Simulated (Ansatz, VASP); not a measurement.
## ZnSe7 in VASP and in Ansatz

Contents of INCAR:

```
ALGO = Normal
EDIFF = 1E-6
EDIFFG = -0.08
ENCUT = 600
GGA = PE
IBRION = 2
ISIF = 3
ISMEAR = 0
LASPH = T
LCHARG = F
LREAL = F
LWAVE = F
NELM = 100
NSW = 36
PREC = Accurate
SIGMA = 0.2
```

Contents of KPOINTS:

```
k-points
0
Gamma
  3 3 3
```

File POSCAR:

```
ZnSe7
1.0
    6.3659708000      0.0000000000      0.0000000000
    0.0000000000      6.3659708000      0.0000000000
    0.0000000000      0.0000000000      6.3659708000
Zn Se
1 7
Direct
    0.5000000000      0.5000000000      0.5000000000
    0.0000000000      0.5000000000      0.5000000000
    0.5000000000      0.0000000000      0.5000000000
    0.5000000000      0.5000000000      0.0000000000
    0.0000000000      0.0000000000      0.0000000000
    0.5000000000      0.0000000000      0.0000000000
    0.0000000000      0.5000000000      0.0000000000
    0.0000000000      0.0000000000      0.5000000000
```

Input for Ansatz:

```yaml
crystal:
  lattice:
    - [6.3659708, 0.0, 0.0]
    - [0.0, 6.3659708, 0.0]
    - [0.0, 0.0, 6.3659708]
  atoms:
    - { symbol: Zn, position: [0.5, 0.5, 0.5] }
    - { symbol: Se, position: [0.0, 0.5, 0.5] }
    - { symbol: Se, position: [0.5, 0.0, 0.5] }
    - { symbol: Se, position: [0.5, 0.5, 0.0] }
    - { symbol: Se, position: [0.0, 0.0, 0.0] }
    - { symbol: Se, position: [0.5, 0.0, 0.0] }
    - { symbol: Se, position: [0.0, 0.5, 0.0] }
    - { symbol: Se, position: [0.0, 0.0, 0.5] }
basis:
  ecutwfc: 420
kpoints:
  mp_grid: { grid: [3, 3, 3] }
hamiltonian:
  xc: pbe
scf:
  occupations: { method: gaussian, width: 0.2 }
  lower_state_search: "off"
output:
  forces: true
  stress: true
  eigenvalues: true
relax:
  adjacent_minimum: "off"
  f_tol: 0.08
  max_steps: 16
  cell: { stress_tol: 0.8 }
```

Alike in both runs: task relaxation of cell and atoms; functional PBE; k mesh 3 × 3 × 3; occupations gaussian, width 0.2 eV; no spin polarisation.

```csv
,VASP,Ansatz
version,VASP 6.6.1,Ansatz 0.2.0
potentials or method,"VASP PAW PBE potentials, release 64 (Zn, Se), cutoff 600 eV","scalar-relativistic, plane waves, PAW"
valence electrons in the cell,54,124
```

|  | VASP | Ansatz | Ansatz less VASP |
| --- | --- | --- | --- |
| gap on the k mesh at the Fermi level, each at its own relaxed structure (eV) | none | none | - |
| relaxed volume (Å³/atom) | 21.93 | 22.13 | +0.201 |
| relaxed length of the cell vector where the two differ most in proportion (Å) | 5.598 | 5.615 | +0.0171 |

A gap of «none» marks a metal or a gap that the smearing closes. VASP's potentials hold 54 valence electrons a cell and Ansatz's 124, so a difference there can come from the potentials and not from the codes.

Noted on VASP's run: the volume moved by over 15 % at a fixed basis, so the end points are rough.
